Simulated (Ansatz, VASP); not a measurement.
**One calculation of ScBr2, two programs**

```
CELL_PARAMETERS angstrom
3.96847 0.00000 0.00000
0.00000 6.30411 0.00000
0.00000 0.00000 32.28295
ATOMIC_POSITIONS crystal
Sc 0.00000 0.00000 0.29427
Sc 0.00000 0.50000 0.29427
Br 0.00000 0.75000 0.22809
Br 0.50000 0.75000 0.33220
Br 0.00000 0.25000 0.36046
Br 0.50000 0.25000 0.25634
```

Alike in both runs: task single point; functional PBE; k mesh 10 × 6 × 1; occupations gaussian, width 0.1 eV; no spin polarisation.

|  | VASP | Ansatz |
| --- | --- | --- |
| version | VASP 6.6.1 | Ansatz 0.2.0 |
| potentials or method | VASP PAW PBE potentials, release 64 (Sc_sv, Br), cutoff 520 eV | scalar-relativistic, plane waves, PAW |
| valence electrons in the cell | 50 | 50 |

```csv
,VASP,Ansatz,Ansatz less VASP
gap on the k mesh at the Fermi level (eV),none,none,-
rms of the force components (eV/Å),0.009,0.000,-0.0087
```

Atom by atom the forces differ by 0.009 eV/Å (rms over components). A gap of «none» marks a metal or a gap that the smearing closes. With one functional, cell and mesh, what is left measures potentials, basis and numerics. Ansatz's warnings: xc potential rough in thin density.
